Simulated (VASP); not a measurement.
# Sn3PbSe4: single point with PBE

The system is Sn3PbSe4.

```xyz
8
Lattice="4.3556 0.0000 0.0000 0.0000 6.1624 0.0000 0.0000 0.0000 8.7152" Properties=species:S:1:pos:R:3 pbc="T T T"
Sn    0.0000    0.0000    6.5268
Sn    0.0000    0.0000    2.1884
Sn    2.1778    3.0812    4.3576
Pb    2.1778    3.0812    0.0000
Se    0.0000    3.0812    6.4824
Se    2.1778    0.0000    0.0000
Se    0.0000    3.0812    2.2328
Se    2.1778    0.0000    4.3576
```

This cell differs from its parent crystal: volume scaled by 1.03, then relaxed in part.

* Program: VASP 6.6.1
* Task: single point
* Functional: PBE
* Potentials or basis: VASP PAW PBE potentials, release 64 (Sn_d, Pb_d, Se)
* Cutoff: 520 eV
* k mesh: 8 × 6 × 4
* Occupations: gaussian, width 0.01 eV
* Spin: no spin polarisation

```yaml
Pressure: -1.3 GPa
Largest_force: 0.006 eV/Å
Band_gap_on_the_k_mesh: zero (filled and empty bands touch)
```

Forces on the atoms (eV/Å):
```
Sn   0.000  0.000 -0.005
Sn   0.000  0.000  0.005
Sn   0.000  0.000  0.000
Pb   0.000  0.000  0.000
Se   0.000  0.000  0.006
Se   0.000  0.000  0.000
Se   0.000  0.000 -0.006
Se   0.000  0.000  0.000
```

Levels at points of the mesh, in eV from the Fermi level:
```tsv
k point	band 37	band 38	band 39	band 40	band 41	band 42	band 43	band 44
(0.00, 0.00, 0.00)	-1.95	-1.90	-0.87	-0.69	0.99	1.09	1.63	1.78
(0.50, 0.00, 0.00)	-1.95	-1.89	-0.85	-0.70	0.99	1.08	1.62	1.78
(0.00, 0.50, 0.00)	-1.70	-1.67	-0.02	0.00	0.00	0.28	1.20	1.24
(0.50, 0.50, 0.00)	-1.01	-0.89	-0.03	0.00	0.04	0.27	1.20	1.24
(0.00, 0.00, 0.50)	-1.81	-1.78	-1.15	-1.09	1.93	2.08	2.37	2.44
(0.50, 0.00, 0.50)	-2.38	-2.14	-2.13	-2.01	2.78	2.78	2.80	2.98
(0.00, 0.50, 0.50)	-1.35	-0.99	-0.99	-0.97	1.12	1.15	1.19	1.22
(0.50, 0.50, 0.50)	-1.10	-0.92	-0.86	-0.82	0.93	0.94	0.95	1.18
```

Run time: 9.3 min on 1 thread of Intel(R) Xeon(R) Platinum 8259CL CPU @ 2.50GHz (Skylake/Cascade Lake) (shared host), peak memory 0.74 GiB.

Caveat: spin-orbit coupling is left out, which moves the levels of the heavy elements.
